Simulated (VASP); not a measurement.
Crystal: AgBr.

```
Ag Br
1.0
     0.00000    2.85089    2.85089
     2.85089    0.00000    2.85089
     2.85089    2.85089    0.00000
Ag Br
1 1
Direct
  0.00000 0.00000 0.00000
  0.50000 0.50000 0.50000
```

Program: VASP 6.6.1. Alike in all runs: task single point; potentials or basis VASP PAW PBE potentials, release 64 (Ag, Br); no spin polarisation; cell as given; k mesh 8 × 8 × 8; cutoff (eV) 500; smearing fermi-dirac 0.05 eV.

Order these runs on this cell by their band gap on the k mesh, lowest first.
A. level RPBE+D4
B. level SVWN5
C. level PBE

B (0.38 eV), C (0.67 eV), A (0.83 eV).

A k mesh can miss the band edges.
